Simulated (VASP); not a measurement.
Wanted: the native input for a VASP 6.6.1 run.

- Task: single point
- Functional: PBE
- Dispersion: D3(BJ)
- Potentials or basis: VASP PAW PBE potentials, release 64 (S, W_sv)
- Cutoff: 520 eV
- k mesh: 9 × 9 × 1
- Occupations: gaussian, width 0.05 eV
- Spin: no spin polarisation
- Dipole correction: yes
- Further INCAR settings: ALGO = Normal; EDIFF = 1e-06; NBANDS = 35

The structure of WS2 lies in POSCAR:

```
WS2
1.0
    3.1595457497      0.0000000000      0.0000000000
   -1.5797728749      2.7362468836      0.0000000000
    0.0000000000      0.0000000000     23.8042575719
S W
4 2
Direct
    0.3333333333      0.6666666667      0.1890418126
    0.3333333333      0.6666666667      0.3214605103
    0.5000000000      0.6666666667      0.4563103366
    0.5000000000      0.6666666667      0.5887290343
    0.6666666667      0.3333333333      0.2552511581
    0.8333333333      0.3333333333      0.5225196821
```

One way to write it, as run:

INCAR

```
PREC = Accurate ; ENCUT = 520
EDIFF = 1E-6 ; ISMEAR = 0
SIGMA = 0.05 ; LREAL = F
LASPH = T ; NELM = 100
ALGO = Normal ; ISIF = 2
LWAVE = F ; LCHARG = T
LDIPOL = T ; IDIPOL = 3
DIPOL = 0.5 0.5 0.389 ; GGA = PE
IVDW = 12 ; LELF = T
LVHAR = T ; LVACPOTAV = T
NBANDS = 35
```

KPOINTS

```
regular mesh
0
Gamma
  9 9 1
```

Potentials or basis: VASP PAW PBE potentials, release 64 (S, W_sv).

Run with:

```bash
$ cat potpaw_PBE.64/S/POTCAR potpaw_PBE.64/W_sv/POTCAR > POTCAR
$ mpirun -np 1 vasp_std > vasp.out
```

Results of the run:

```json
{
 "Largest force": "0.186 eV/Å",
 "Band gap on the k mesh": "1.55 eV, indirect (least direct gap 1.89 eV)",
 "Dispersion energy per atom": "-0.359 eV"
}
```

Caveat: spin-orbit coupling is left out, which moves the levels of the heavy elements.

It took 3.9 min on 1 thread of Intel Xeon 6975P-C, on a shared host, peak memory 0.4 GiB.
